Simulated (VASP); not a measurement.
A run of VASP 6.6.1 is set up as follows.

File INCAR:

```
SYSTEM = BP
PREC     = Accurate       ! precision mode
ENCUT    = 520            ! plane-wave cutoff, eV
EDIFF    = 1E-8           ! SCF threshold, eV
ISMEAR   = 0              ! smearing method
SIGMA    = 0.01           ! smearing width, eV
LREAL    = .FALSE.        ! projectors in reciprocal space
LASPH    = .TRUE.         ! aspherical terms in the spheres
NELM     = 100            ! most SCF steps
ALGO     = Normal         ! electronic algorithm
ISIF     = 2              ! what is computed and relaxed
LWAVE    = .FALSE.        ! write WAVECAR
LCHARG   = .FALSE.        ! write CHGCAR
GGA      = PS             ! functional
NBANDS   = 11             ! bands
IBRION   = 8              ! ionic algorithm
NSW      = 1              ! ionic steps
```

KPOINTS

```
Automatic mesh
0
G
  8 8 8
  0 0 0
```

POSCAR

```
BP
1.0
    0.0000000000      2.2487121360      2.2487121360
    2.2487121360      0.0000000000      2.2487121360
    2.2487121360      2.2487121360      0.0000000000
B P
1 1
Direct
    0.0000000000      0.0000000000      0.0000000000
    0.7500000000      0.7500000000      0.7500000000
```

Potentials or basis: VASP PAW PBE potentials, release 64 (B, P).

Run with:

```sh
$ cat potpaw_PBE.64/B/POTCAR potpaw_PBE.64/P/POTCAR > POTCAR
$ mpirun -np 1 vasp_std > vasp.out
```

Problem. Predict the highest phonon frequency at Γ, LO-TO splitting left out.

Solution. 823 cm⁻¹.

Phonon frequencies in cm⁻¹ (negative: imaginary):
```csv
q point,frequencies
"(0.000, 0.000, 0.000)",0 0 0 823 823 823
```

Caveat: the cell stands under pressure or tension, which shifts response properties.
